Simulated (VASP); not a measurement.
Write the native input for VASP 6.6.1 that does the following.

```yaml
Task: single point
Functional: r2SCAN
Potentials_or_basis: VASP PAW PBE potentials, release 64 (In_d, Se)
Cutoff: 520 eV
k_mesh: 6 × 6 × 6
Occupations: fermi-dirac, width 0.05 eV
Spin: no spin polarisation
Dipole_correction: no
Further_INCAR_settings: ALGO = Normal; EDIFF = 1e-07; NBANDS = 30
```

In3Se:

```
CELL_PARAMETERS angstrom
4.80376 0.00000 0.00000
0.00000 4.80376 0.00000
0.00000 0.00000 4.80376
ATOMIC_POSITIONS crystal
In 0.50000 0.50000 0.00000
In 0.50000 0.00000 0.50000
In 0.00000 0.50000 0.50000
Se 0.00000 0.00000 0.00000
```

The input as run:

POSCAR

```
In3Se
1.0
    4.8037580000      0.0000000000      0.0000000000
    0.0000000000      4.8037580000      0.0000000000
    0.0000000000      0.0000000000      4.8037580000
In Se
3 1
Direct
    0.5000000000      0.5000000000      0.0000000000
    0.5000000000      0.0000000000      0.5000000000
    0.0000000000      0.5000000000      0.5000000000
    0.0000000000      0.0000000000      0.0000000000
```

INCAR.step1

```
SYSTEM = In3Se
PREC = Accurate
ENCUT = 520
ISMEAR = -1
SIGMA = 0.05
LREAL = .FALSE.
LASPH = .TRUE.
NELM = 60
NBANDS = 30
GGA = PE
ALGO = Normal
EDIFF = 1E-4
LWAVE = .TRUE.
LCHARG = .FALSE.
```

INCAR.step2

```
SYSTEM = In3Se
PREC = Accurate
ENCUT = 520
EDIFF = 1E-7
ISMEAR = -1
SIGMA = 0.05
LREAL = .FALSE.
LASPH = .TRUE.
NELM = 60
ALGO = Normal
ISIF = 2
LWAVE = .FALSE.
LCHARG = .TRUE.
METAGGA = R2SCAN
LMIXTAU = .TRUE.
LELF = .TRUE.
LVHAR = .TRUE.
NBANDS = 30
ISTART = 1
```

KPOINTS

```
regular mesh
0
G
  6 6 6
  0 0 0
```

Potentials or basis: VASP PAW PBE potentials, release 64 (In_d, Se).

Command:

```sh
$ cat potpaw_PBE.64/In_d/POTCAR potpaw_PBE.64/Se/POTCAR > POTCAR
$ cp INCAR.step1 INCAR
$ mpirun -np 1 vasp_std > vasp.out
$ cp INCAR.step2 INCAR
$ mpirun -np 1 vasp_std > vasp.out
```

It gave:

| Quantity | Value |
| --- | --- |
| Pressure | -1.2 GPa |

Caveat: the PAW data sets were made with another functional, which shifts forces and pressure a little.

Wall time 10 min on 1 thread of AMD EPYC 7R13, on a shared host, peak memory 0.22 GiB.
